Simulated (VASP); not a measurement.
Wanted: the native input for a VASP 6.6.1 run.

```yaml
Task: single point
Functional: PBE
Potentials_or_basis: VASP PAW PBE potentials, release 64 (La, Zr_sv, O)
Cutoff: 520 eV
k_mesh: 6 × 6 × 6
Occupations: gaussian, width 0.1 eV
Spin: no spin polarisation
Dipole_correction: no
Further_INCAR_settings: ALGO = Normal; EDIFF = 1e-06; NBANDS = 41
```

The structure of La2Zr3O lies in POSCAR:

```
La2Zr3O
1.0
    3.2362465829      1.8684478358      3.7153002096
   -3.2362465829      1.8684478358      3.7153002096
    0.0000000000     -3.7368956716      3.7153002096
La Zr O
2 3 1
Direct
    0.6267081888      0.6267081888      0.6267081888
    0.3732918112      0.3732918112      0.3732918112
    0.0000000000      0.5000000000      0.0000000000
    0.5000000000      0.0000000000      0.0000000000
    0.0000000000      0.0000000000      0.5000000000
    0.0000000000      0.0000000000      0.0000000000
```

One way to write it, as run:

INCAR

```
SYSTEM = La2Zr3O
  PREC = Accurate
  ENCUT = 520
  EDIFF = 1E-6
  ISMEAR = 0
  SIGMA = 0.1
  LREAL = .False.
  LASPH = .True.
  NELM = 100
  ALGO = Normal
  ISIF = 2
  LWAVE = .False.
  LCHARG = .False.
  GGA = PE
  NBANDS = 41
```

KPOINTS

```
Automatic mesh
0
Gamma
  6 6 6
  0 0 0
```

Potentials or basis: VASP PAW PBE potentials, release 64 (La, Zr_sv, O).

Launch:

```sh
$ cat potpaw_PBE.64/La/POTCAR potpaw_PBE.64/Zr_sv/POTCAR potpaw_PBE.64/O/POTCAR > POTCAR
$ mpirun -np 1 vasp_std > vasp.out
```

Results of the run:

```yaml
Pressure: 0.0 GPa
Largest_force: 0.021 eV/Å
Band_gap_on_the_k_mesh: zero (band 32 reaches 9.76 eV, above the bottom of band 33 at 9.14 eV)
```

Caveat: spin-orbit coupling is left out, which moves the levels of the heavy elements.

It took 3.2 min on 1 thread of Intel(R) Xeon(R) Platinum 8488C (Sapphire Rapids), on a shared host, peak memory 0.35 GiB.
